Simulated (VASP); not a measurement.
# Pt (P6_3/mmc) in VASP: a series of runs, part 2 of 2

VASP 6.6.1.

### Step 3. Single point, PBE, collinear spin

The input, INCAR:

```
PREC = Accurate
ENCUT = 520
EDIFF = 1E-6
ISMEAR = -1
SIGMA = 0.03
LREAL = F
LASPH = T
NELM = 150
ALGO = Normal
ISIF = 2
LWAVE = F
LCHARG = T
ISPIN = 2
MAGMOM = 1.2 1.2
LORBIT = 11
NUPDOWN = 2.4
LMAXMIX = 4
GGA = PE
LELF = T
LVHAR = T
NBANDS = 21
```

The input, KPOINTS:

```
Automatic mesh
0
Gamma
  12 12 6
```

The input, POSCAR:

```
Pt
1.0
    2.7606656158      0.0000000000      0.0000000000
   -1.3803328079      2.3908065546      0.0000000000
    0.0000000000      0.0000000000      4.7921340000
Pt
2
Direct
    0.6666666667      0.3333333333      0.7500000000
    0.3333333333      0.6666666667      0.2500000000
```

Potentials or basis: VASP PAW PBE potentials, release 64 (Pt).

Started as:

```bash
cat potpaw_PBE.64/Pt/POTCAR > POTCAR
mpirun -np 1 vasp_std > vasp.out
```

OUTCAR:

```text
PREC = Accurate
   ENCUT = 520
   EDIFF = 1E-6
   ISMEAR = -1
   LREAL = F
   LASPH = T
   NELM = 150
   ISIF = 2
   ISPIN = 2
   LORBIT = 11
   NUPDOWN = 2.4
   GGA = PE

 ion  position               nearest neighbor table
   1  0.667  0.333  0.750-   2 2.88   2 2.88   2 2.88   2 2.88   2 2.88   2 2.88
   2  0.333  0.667  0.250-   1 2.88   1 2.88   1 2.88   1 2.88   1 2.88   1 2.88

  LATTYP: Found a hexagonal cell.
 ALAT       =     2.7606656158
 C/A-ratio  =     1.7358618054

  Lattice vectors:

 A1 = (   2.7606656158,   0.0000000000,   0.0000000000)
 A2 = (  -1.3803328079,   2.3908065546,   0.0000000000)
 A3 = (   0.0000000000,   0.0000000000,   4.7921340000)

Analysis of symmetry for initial positions (statically):
=====================================================================
 Subroutine PRICEL returns:
 Original cell was already a primitive cell.

 Routine SETGRP: Setting up the symmetry group for a
 hexagonal supercell.

 Subroutine GETGRP returns: Found 24 space group operations
 (whereof 12 operations were pure point group operations)
 out of a pool of 24 trial point group operations.

The static configuration has the point symmetry D_3d.
 The point group associated with its full space group is D_6h.

Analysis of symmetry for dynamics (positions and initial velocities):
=====================================================================
 Subroutine PRICEL returns:
 Original cell was already a primitive cell.

 Routine SETGRP: Setting up the symmetry group for a
 hexagonal supercell.

 Subroutine GETGRP returns: Found 24 space group operations
 (whereof 12 operations were pure point group operations)
 out of a pool of 24 trial point group operations.

The dynamic configuration has the point symmetry D_3d.
 The point group associated with its full space group is D_6h.

Analysis of structural, dynamic, and magnetic symmetry:
=====================================================================
[... 153 lines left out ...]
  ext. energy  EPLUGINS =         0.00000000
  ---------------------------------------------------
  free energy    TOTEN  =       -11.16532204 eV

  energy without entropy =      -11.15925703  energy(sigma->0) =      -11.16228953

 E-fermi :   9.9722     XC(G=0): -13.2195

 val. band max:       12.3764647359   @ k =   0.2500   0.2500   0.3333
 cond. band min:       9.9839090840   @ k =   0.2500   0.1667   0.1667
 fundamental gap:     -2.3925556520
 Fermi energy:        12.3857581395

 spin component 1

 k-point     1 :       0.0000    0.0000    0.0000
  band No.  band energies     occupation
      1       0.5287      1.00000
      2       3.0422      1.00000
      3       5.9637      1.00000
      4       6.5612      1.00000
      5       6.5612      1.00000
      6       6.9163      1.00000
[... 565 lines left out ...]
     20      31.0837      0.00000
     21      32.3119      0.00000

 [... further k-points ...]

 spin component 2

 k-point     1 :       0.0000    0.0000    0.0000
  band No.  band energies     occupation
      1       0.8409      1.00000
      2       3.5654      1.00000
      3       6.7033      1.00000
      4       7.2998      1.00000
      5       7.2998      1.00000
      6       7.6674      1.00000
[... 565 lines left out ...]
     20      31.4692      0.00000
     21      32.6611      0.00000

 [... further k-points ...]

------------------------ aborting loop because EDIFF is reached ----------------------------------------

  FORCE on cell =-STRESS in cart. coord.  units (eV):
  Direction    XX          YY          ZZ          XY          YZ          ZX
  --------------------------------------------------------------------------------------
  -------------------------------------------------------------------------------------
  Total        2.1972137      2.1972137     -0.7535752     -0.0000000      0.0000000      0.0000000
  in kB      111.3001311    111.3001311    -38.1724474     -0.0000000      0.0000000      0.0000000
  external PRESSURE =      61.4759383 kB  Pullay stress =       0.0000000 kB

 VOLUME and BASIS-vectors are now :
 -----------------------------------------------------------------------------
  energy-cutoff  :      520.00
  volume of cell :       31.63
      direct lattice vectors                 reciprocal lattice vectors
     2.760665616  0.000000000  0.000000000     0.362231483  0.209134444  0.000000000
    -1.380332808  2.390806555  0.000000000     0.000000000  0.418268888  0.000000000
     0.000000000  0.000000000  4.792134000     0.000000000  0.000000000  0.208675300

 POSITION                                       TOTAL-FORCE (eV/Angst)
 -----------------------------------------------------------------------------------
      1.38033      0.79694      3.59410         0.000000      0.000000      0.000000
     -0.00000      1.59387      1.19803        -0.000000     -0.000000      0.000000
 -----------------------------------------------------------------------------------
    total drift:                               -0.000000      0.000000     -0.000000

  FREE ENERGIE OF THE ION-ELECTRON SYSTEM (eV)
  ---------------------------------------------------
  free  energy   TOTEN  =       -11.1653220354 eV

  energy  without entropy=      -11.1592570277  energy(sigma->0) =      -11.16228953

 total charge

# of ion       s       p       d       tot
------------------------------------------
    1        0.647   0.606   7.919   9.172
    2        0.647   0.606   7.919   9.172
--------------------------------------------------
tot          1.293   1.212  15.838  18.344

 magnetization (x)

# of ion       s       p       d       tot
------------------------------------------
    1        0.041   0.056   1.069   1.166
    2        0.041   0.056   1.069   1.166
--------------------------------------------------
tot          0.082   0.111   2.139   2.332
```

stdout:

```text
POSCAR found type information on POSCAR Pt
 POSCAR found :  1 types and       2 ions
 scaLAPACK will be used
 LDA part: xc-table for (Slater+PW92), standard interpolation
 POSCAR, INCAR and KPOINTS ok, starting setup
 FFT: planning ... GRIDC
 FFT: planning ... GRID_SOFT
 FFT: planning ... GRID
 WAVECAR not read
 entering main loop
```

Run time: 54 s. Hardware: 1 thread of Intel Xeon Platinum 8488C (Sapphire Rapids), shared host; peak memory 0.21 GiB.

Results:

* Free energy: -11.1653 eV
* Pressure: 6.1 GPa
* Net moment: 2.40 μB per cell
* Site moments: Pt +1.17 μB
* Valence electrons inside the program's atomic spheres: Pt 9.17

Caveat: the stress differs along the axes, from -4 to 11 GPa; spin-orbit coupling is left out, which moves the levels of the heavy elements; the total moment is fixed, so each spin has its own Fermi level and the state may be an excited one.

### Step 4. Single point, PBE, collinear spin

The input, INCAR:

```
SYSTEM = Pt
PREC     = Accurate       ! precision mode
ENCUT    = 520            ! plane-wave cutoff, eV
EDIFF    = 1E-7           ! SCF threshold, eV
ISMEAR   = -1             ! smearing method
SIGMA    = 0.03           ! smearing width, eV
LREAL    = .False.        ! projectors in reciprocal space
LASPH    = .True.         ! aspherical terms in the spheres
NELM     = 150            ! most SCF steps
ALGO     = Normal         ! electronic algorithm
ISIF     = 2              ! what is computed and relaxed
LWAVE    = .False.        ! write WAVECAR
LCHARG   = .False.        ! write CHGCAR
ISPIN    = 2              ! spin polarisation
MAGMOM   = 1.2 1.2        ! initial moments
LORBIT   = 11             ! projections on sites
NUPDOWN  = 2.4            ! fixed moment
LMAXMIX  = 4              ! l up to which the mixer works
GGA      = PE             ! functional
NBANDS   = 21             ! bands
```

The input, KPOINTS:

```
Automatic mesh
0
Gamma
  12 12 6
  0 0 0
```

POSCAR is that of step 3.

Started as:

```bash
cat potpaw_PBE.64/Pt/POTCAR > POTCAR
mpirun -np 1 vasp_std > vasp.out
```

Run time: 58 s. Hardware: 1 thread of Intel Xeon Platinum 8488C (Sapphire Rapids), shared host; peak memory 0.21 GiB.

The run converged. Its results:

- Free energy: -11.1653 eV
- Pressure: 6.2 GPa
- Net moment: 2.40 μB per cell
- Site moments: Pt +1.17 μB
- Valence electrons inside the program's atomic spheres: Pt 9.17

Stress tensor (GPa, compression positive):
```
11.13  0.00  0.00
 0.00 11.13  0.00
 0.00  0.00 -3.82
```

Caveat: the stress differs along the axes, from -4 to 11 GPa; spin-orbit coupling is left out, which moves the levels of the heavy elements; the total moment is fixed, so each spin has its own Fermi level and the state may be an excited one.
